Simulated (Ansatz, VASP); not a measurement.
One calculation of Sb, two programs

The input INCAR:

```
ALGO     = Normal         # electronic algorithm
EDIFF    = 1E-6           # SCF threshold, eV
ENCUT    = 520            # plane-wave cutoff, eV
GGA      = PE             # functional
ISIF     = 2              # what is computed and relaxed
ISMEAR   = -1             # smearing method
LASPH    = True           # aspherical terms in the spheres
LCHARG   = True           # write CHGCAR
LELF     = True           # ELF
LREAL    = False          # projectors in reciprocal space
LVHAR    = True         
LWAVE    = False          # write WAVECAR
NBANDS   = 8              # bands
NELM     = 80             # most SCF steps
PREC     = Accurate       # precision mode
SIGMA    = 0.05           # smearing width, eV
```

The input KPOINTS:

```
k-points
0
Gamma
  12 12 12
```

Contents of POSCAR:

```
Sb
1.0
    0.0000000000      2.2856293363      2.2856293363
    2.2856293363      0.0000000000      2.2856293363
    2.2856293363      2.2856293363      0.0000000000
Sb
1
Direct
    0.0000000000      0.0000000000      0.0000000000
```

Input for Ansatz:

```yaml
crystal:
  lattice:
    - [0.0, 2.2856293363, 2.2856293363]
    - [2.2856293363, 0.0, 2.2856293363]
    - [2.2856293363, 2.2856293363, 0.0]
  atoms:
    - { symbol: Sb, position: [0.0, 0.0, 0.0] }
kpoints:
  mp_grid: { grid: [12, 12, 12] }
scf:
  occupations: { method: fermi_dirac, width: 0.05 }
hamiltonian:
  xc: pbe
  pseudopotentials: { kind: all_electron, lapw: { basis_error: 0.001 } }
output:
  forces: true
  stress: true
  eigenvalues: true
```

Change from the starting cell: volume scaled by 0.975.

Alike in both runs: task single point; functional PBE; k mesh 12 × 12 × 12; occupations fermi-dirac, width 0.05 eV; no spin polarisation.

```csv
,VASP,Ansatz
version,VASP 6.6.1,Ansatz 0.2.0
potentials or method,"VASP PAW PBE potentials, release 64 (Sb), cutoff 520 eV","all-electron LAPW, scalar-relativistic"
```

Ansatz gave:

- pressure (GPa): 11.2

Q: Which values does VASP return?

A: Pressure (GPa): 11.1.

Ansatz ran all-electron here, and VASP with PAW potentials.

Spin-orbit coupling is off throughout.
